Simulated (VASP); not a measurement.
# NaCl in VASP: further runs

NaCl is run at these levels: PBEsol; tasks: electric field gradients.

All numbers are computed with VASP 6.6.1; they aren't measurements. Logs are shortened: lines on timing, memory, paths and dates and some standing lists are left out, and cuts for length are marked.

### Step 1. The cell of the first run

The structure is trigonal, space group R-3m (No. 166). The conventional cell has a = 4.004 Å, b = 4.004 Å, c = 5.053 Å, α = 90.00°, β = 90.00°, γ = 120.00°. Within 3.2 Å of Na (site symmetry -3m) lie 8 Cl at 2.46 to 2.53 Å and 6 Na at 2.86 Å. Cl (site symmetry -3m) has 8 Na at 2.46 to 2.53 Å and 6 Cl at 2.86 Å within 3.2 Å.

### Step 2. Electric field gradients, PBEsol (equal xy, yz and zx shear strains of +2 %)

INCAR reads:

```
SYSTEM = NaCl
PREC     = Accurate       ! precision mode
ENCUT    = 520            ! plane-wave cutoff, eV
EDIFF    = 1E-8           ! SCF threshold, eV
ISMEAR   = -1             ! smearing method
SIGMA    = 0.03           ! smearing width, eV
LREAL    = .FALSE.        ! projectors in reciprocal space
LASPH    = .TRUE.         ! aspherical terms in the spheres
NELM     = 60             ! most SCF steps
ALGO     = Normal         ! electronic algorithm
ISIF     = 2              ! what is computed and relaxed
LWAVE    = .FALSE.        ! write WAVECAR
LCHARG   = .FALSE.        ! write CHGCAR
GGA      = PS             ! functional
LEFG     = .TRUE.       
NBANDS   = 14             ! bands
```

KPOINTS reads:

```
Automatic mesh
0
G
  9 9 9
  0 0 0
```

POSCAR reads:

```
NaCl
1.0
    2.8600000000      0.0286000000      0.0286000000
    0.0286000000      2.8600000000      0.0286000000
    0.0286000000      0.0286000000      2.8600000000
Na Cl
1 1
Direct
    0.0000000000      0.0000000000      0.0000000000
    0.5000000000      0.5000000000      0.5000000000
```

Potentials or basis: VASP PAW PBE potentials, release 64 (Na_pv, Cl).

The run is started by

```sh
$ cat potpaw_PBE.64/Na_pv/POTCAR potpaw_PBE.64/Cl/POTCAR > POTCAR
$ mpirun -np 1 vasp_std > vasp.out
```

OUTCAR:

```text
SYSTEM = NaCl
   PREC = Accurate
   ENCUT = 520
   EDIFF = 1E-8
   ISMEAR = -1
   LREAL = .FALSE.
   LASPH = .TRUE.
   NELM = 60
   ISIF = 2
   GGA = PS

 ion  position               nearest neighbor table
   1  0.000  0.000  0.000-   2 2.46   2 2.46   2 2.46   2 2.46   2 2.46   2 2.46   2 2.53   2 2.53

   2  0.500  0.500  0.500-   1 2.46   1 2.46   1 2.46   1 2.46   1 2.46   1 2.46   1 2.53   1 2.53

  LATTYP: Found a trigonal (rhomboedric) cell.
 ALAT       =     2.8602859857
 COS(alpha) =     0.0200959808

  Lattice vectors:

 A1 = (   2.8600000000,   0.0286000000,   0.0286000000)
 A2 = (   0.0286000000,   2.8600000000,   0.0286000000)
 A3 = (   0.0286000000,   0.0286000000,   2.8600000000)

Analysis of symmetry for initial positions (statically):
=====================================================================
 Subroutine PRICEL returns:
 Original cell was already a primitive cell.

 Routine SETGRP: Setting up the symmetry group for a
 trigonal (rhombohedral) supercell.

 Subroutine GETGRP returns: Found 12 space group operations
 (whereof 12 operations were pure point group operations)
 out of a pool of 12 trial point group operations.

The static configuration has the point symmetry D_3d.

Analysis of symmetry for dynamics (positions and initial velocities):
=====================================================================
 Subroutine PRICEL returns:
 Original cell was already a primitive cell.

 Routine SETGRP: Setting up the symmetry group for a
 trigonal (rhombohedral) supercell.

 Subroutine GETGRP returns: Found 12 space group operations
 (whereof 12 operations were pure point group operations)
 out of a pool of 12 trial point group operations.

The dynamic configuration has the point symmetry D_3d.

 Subroutine INISYM returns: Found 12 space group operations
 (whereof 12 operations are pure point group operations),
 and found     1 'primitive' translations

----------------------------------------------------------------------------------------

                                     Primitive cell

  volume of cell :      23.3867

  direct lattice vectors                    reciprocal lattice vectors
     2.860000000  0.028600000  0.028600000     0.349719601 -0.003462570 -0.003462570
     0.028600000  2.860000000  0.028600000    -0.003462570  0.349719601 -0.003462570
     0.028600000  0.028600000  2.860000000    -0.003462570 -0.003462570  0.349719601

  length of vectors
     2.860285986  2.860285986  2.860285986     0.349753882  0.349753882  0.349753882

  position of ions in fractional coordinates (direct lattice)
     0.000000000  0.000000000  0.000000000
     0.500000000  0.500000000  0.500000000

  ion indices of the primitive-cell ions
   primitive index   ion index
                 1           1
                 2           2

----------------------------------------------------------------------------------------

 KPOINTS: Automatic mesh

Automatic generation of k-mesh.
 Grid dimensions read from file:
 generate k-points for:    9    9    9

 Generating k-lattice:

  Cartesian coordinates                     Fractional coordinates (reciprocal lattice)
     0.038857733 -0.000384730 -0.000384730     0.111111111  0.000000000  0.000000000
    -0.000384730  0.038857733 -0.000384730     0.000000000  0.111111111  0.000000000
    -0.000384730 -0.000384730  0.038857733     0.000000000  0.000000000  0.111111111

  Length of vectors
     0.038861542  0.038861542  0.038861542

  Shift w.r.t. Gamma in fractional coordinates (k-lattice)
     0.000000000  0.000000000  0.000000000

 Subroutine IBZKPT returns following result:
 ===========================================

 Found     85 irreducible k-points:

 Following reciprocal coordinates:
            Coordinates               Weight
  0.000000  0.000000  0.000000      1.000000
  0.111111  0.000000  0.000000      6.000000
  0.222222 -0.000000  0.000000      6.000000
  0.333333  0.000000  0.000000      6.000000
  0.444444 -0.000000  0.000000      6.000000
  0.111111  0.111111 -0.000000      6.000000
[... 16 lines left out ...]
 -0.333333  0.333333  0.000000      6.000000
  0.444444  0.444444  0.000000      6.000000
 [... further k-points ...]
   k-points           NKPTS =     85   k-points in BZ     NKDIM =     85   number of bands    NBANDS=     14
   number of dos      NEDOS =    301   number of ions     NIONS =      2
   total plane-waves  NPLWV =  13824
   dimension x,y,z NGX =    24 NGY =   24 NGZ =   24
   dimension x,y,z NGXF=    48 NGYF=   48 NGZF=   48
   ions per type =               1   1
   NGX,Y,Z   is equivalent  to a cutoff of  13.95, 13.95, 13.95 a.u.
   NGXF,Y,Z  is equivalent  to a cutoff of  27.90, 27.90, 27.90 a.u.
 SYSTEM =  NaCl
   PREC   = accura    normal or accurate (medium, high low for compatibility)
   ISTART =      0    job   : 0-new  1-cont  2-samecut
   ICHARG =      2    charge: 1-file 2-atom 10-const
   ISPIN  =      1    spin polarized calculation?
   LNONCOLLINEAR =      F non collinear calculations
   LSORBIT =      F    spin-orbit coupling
   LASPH  =      T    aspherical Exc in radial PAW
   ENCUT  =  520.0 eV  38.22 Ry    6.18 a.u.   5.32  5.32  5.32*2*pi/ulx,y,z
   NELM   =     60;   NELMIN=  2; NELMDL= -5     # of ELM steps
   EDIFF  = 0.1E-07   stopping-criterion for ELM
   LREAL  =      F    real-space projection
   EDIFFG = 0.1E-06   stopping-criterion for IOM
   NSW    =      0    number of steps for IOM
   IBRION =     -1    ionic relax: 0-MD 1-quasi-New 2-CG
   NFREE  =      0    steps in history (QN), initial steepest desc. (CG)
   ISIF   =      2    stress and relaxation
   ISYM   =      2    0-nonsym 1-usesym 2-fastsym
   POTIM  = 0.5000    time-step for ionic-motion
   TEBEG  =    0.0;   TEEND  =   0.0 temperature during run
   PSTRESS=    0.0 pullay stress
   NELECT =      14.0000    total number of electrons
   NUPDOWN=      -1.0000    fix difference up-down
   EMIN   =  10.00;   EMAX   =-10.00  energy-range for DOS
   EFERMI =   0.00;   METHOD = LEGACY
   ISMEAR =    -1;   SIGMA  =   0.03  broadening in eV -4-tet -1-fermi 0-gaus
   EFERMI_NEDOS =   21; number of points for ismear=-14 and -15
   IALGO  =     38    algorithm
   IMIX   =      4    mixing-type and parameters
     AMIX     =   0.40;   BMIX     =  1.00
     AMIX_MAG =   1.60;   BMIX_MAG =  1.00
  volume/ion in A,a.u.               =      11.69        78.91
  Fermi-wavevector in a.u.,A,eV,Ry     =   1.379732  2.607315 25.900858  1.903659
  Thomas-Fermi vector in A             =   2.504674
   LORBIT       =      0    0 simple, 1 ext, 2 COOP (PROOUT), +10 PAW based schemes
   GGA     = PS    functional components
   LHFCALC =     F    Hartree Fock is set to
   AEXX    =    0.0000 exact exchange contribution
   IVDW    =     0    specifies the selected vdW correction
   LEPSILON=     F    determine dielectric tensor
   LRPA    =     F    only Hartree local field effects (RPA)
 non-spin polarized calculation
  energy-cutoff  :      520.00
  volume of cell :       23.39
 maximum number of plane-waves:       643
 NGX is ok and might be reduce to    24
   NGX = 11   NGY = 11   NGZ = 11

 number of electron      14.0000001 magnetization

 Free energy of the ion-electron system (eV)
  ---------------------------------------------------
  ext. energy  EPLUGINS =         0.00000000
  ---------------------------------------------------
  free energy    TOTEN  =        -4.77185755 eV

  energy without entropy =       -4.77185755  energy(sigma->0) =       -4.77185755

 E-fermi :   7.4526     XC(G=0): -11.5625

 val. band max:        6.7050305373   @ k =   0.4444   0.4444   0.0000
 cond. band min:      11.2578207948   @ k =   0.4444   0.4444   0.0000
 fundamental gap:      4.5527902575
 Fermi energy:         7.4526282176

 k-point     1 :       0.0000    0.0000    0.0000
  band No.  band energies     occupation
      1     -15.8196      2.00000
      2     -15.8196      2.00000
      3     -15.8050      2.00000
      4     -10.2434      2.00000
      5       5.4490      2.00000
      6       5.4490      2.00000
      7       5.5654      2.00000
      8      13.2661      0.00000
      9      13.2661      0.00000
     10      13.9623      0.00000
     11      24.4474      0.00000
     12      24.4474      0.00000
     13      24.8225      0.00000
     14      28.4673      0.00000

 k-point     2 :       0.1111    0.0000    0.0000
  band No.  band energies     occupation
      1     -15.8738      2.00000
      2     -15.8151      2.00000
      3     -15.8049      2.00000
      4     -10.0752      2.00000
      5       4.5092      2.00000
      6       5.4973      2.00000
      7       5.5825      2.00000
      8      13.4630      0.00000
      9      13.8104      0.00000
     10      14.8927      0.00000
     11      23.4155      0.00000
     12      23.5672      0.00000
     13      24.7306      0.00000
     14      28.0234      0.00000

 k-point     3 :       0.2222   -0.0000    0.0000
  band No.  band energies     occupation
      1     -16.0137      2.00000
      2     -15.8036      2.00000
      3     -15.7947      2.00000
      4      -9.6243      2.00000
      5       2.6431      2.00000
      6       5.6240      2.00000
      7       5.7226      2.00000
      8      14.0368      0.00000
      9      14.4144      0.00000
     10      17.4713      0.00000
     11      21.6805      0.00000
     12      21.7824      0.00000
     13      25.0492      0.00000
     14      25.1044      0.00000
[... 324 lines left out ...]
 k-point    23 :      -0.3333    0.3333    0.0000
  band No.  band energies     occupation
      1     -16.0818      2.00000
      2     -16.0139      2.00000
      3     -15.7629      2.00000
      4      -8.3029      2.00000
      5       1.7469      2.00000
      6       1.9728      2.00000
      7       6.3433      2.00000
      8      13.5177      0.00000
      9      16.2806      0.00000
     10      20.2949      0.00000
     11      20.5237      0.00000
     12      21.0640      0.00000
     13      22.0613      0.00000
     14      26.1506      0.00000

 k-point    24 :       0.4444    0.4444    0.0000
  band No.  band energies     occupation
      1     -16.0834      2.00000
      2     -16.0715      2.00000
      3     -15.7498      2.00000
      4      -7.8661      2.00000
      5       1.3138      2.00000
      6       1.5039      2.00000
      7       6.7050      2.00000
      8      11.2578      0.00000
      9      17.1848      0.00000
     10      19.6162      0.00000
     11      19.6436      0.00000
     12      22.0254      0.00000
     13      22.2248      0.00000
     14      28.6589      0.00000

 [... further k-points ...]
[... 5 lines left out ...]
  --------------------------------------------------------------------------------------
  -------------------------------------------------------------------------------------
  Total        8.7946149      8.7946149      8.7946149     -0.1846499     -0.1846499     -0.1846499
  in kB      602.5023527    602.5023527    602.5023527    -12.6500133    -12.6500133    -12.6500133
  external PRESSURE =     602.5023527 kB  Pullay stress =       0.0000000 kB

 VOLUME and BASIS-vectors are now :
 -----------------------------------------------------------------------------
  energy-cutoff  :      520.00
  volume of cell :       23.39
      direct lattice vectors                 reciprocal lattice vectors
     2.860000000  0.028600000  0.028600000     0.349719601 -0.003462570 -0.003462570
     0.028600000  2.860000000  0.028600000    -0.003462570  0.349719601 -0.003462570
     0.028600000  0.028600000  2.860000000    -0.003462570 -0.003462570  0.349719601

 POSITION                                       TOTAL-FORCE (eV/Angst)
 -----------------------------------------------------------------------------------
      0.00000      0.00000      0.00000        -0.000000      0.000000     -0.000000
      1.45860      1.45860      1.45860         0.000000     -0.000000      0.000000
 -----------------------------------------------------------------------------------
    total drift:                               -0.000000     -0.000000     -0.000000

  FREE ENERGIE OF THE ION-ELECTRON SYSTEM (eV)
  ---------------------------------------------------
  free  energy   TOTEN  =        -4.7718575454 eV

  energy  without entropy=       -4.7718575454  energy(sigma->0) =       -4.77185755

 Electric field gradients (V/A^2)
---------------------------------------------------------------------
 ion       V_xx      V_yy      V_zz      V_xy      V_xz      V_yz
---------------------------------------------------------------------
   1      -0.000     0.000     0.000     1.951     1.951     1.951
   2      -0.000    -0.000     0.000     0.564     0.564     0.564
---------------------------------------------------------------------

 Electric field gradients after diagonalization (V/A^2)
 (convention: |V_zz| > |V_xx| > |V_yy|)
----------------------------------------------------------------------
 ion       V_xx      V_yy      V_zz     asymmetry (V_yy - V_xx)/ V_zz
----------------------------------------------------------------------
   1      -1.951    -1.951     3.901       0.000
   2      -0.564    -0.564     1.128       0.000
----------------------------------------------------------------------

           NMR quadrupolar parameters

 Cq : quadrupolar parameter    Cq=e*Q*V_zz/h
 eta: asymmetry parameters     (V_yy - V_xx)/ V_zz
 Q  : nuclear electric quadrupole moment in mb (millibarn)
----------------------------------------------------------------------
 ion       Cq(MHz)       eta       Q (mb)
----------------------------------------------------------------------
   1       0.009       0.000       1.000
   2       0.003       0.000       1.000
----------------------------------------------------------------------
```

It took 12 s on 1 thread of Intel Xeon Platinum 8488C (Sapphire Rapids), shared host; peak memory 0.15 GiB.

What came out:

| Property | Result |
| --- | --- |
| Free energy | -4.7719 eV |
| Pressure | 60.3 GPa |
| Band gap on the k mesh | 4.55 eV, direct |

Stress tensor (GPa, compression positive):
```
60.25 -1.27 -1.27
-1.27 60.25 -1.27
-1.27 -1.27 60.25
```

Electric field gradients, principal values (V/Å²):
| atom | least | middle | greatest (by size) |
| --- | --- | --- | --- |
| 1 Na | -1.951 | -1.951 | 3.901 |
| 2 Cl | -0.564 | -0.564 | 1.128 |

Caveat: the cell differs from its parent crystal (equal xy, yz and zx shear strains of +2 %); without QUAD_EFG the Cq values of the log hold for a quadrupole moment of 1 mb, not for the nuclei; the PAW data sets were made with another functional, which shifts forces and pressure a little. A k mesh can miss the band edges.

(Continued in part 2 of 3.)
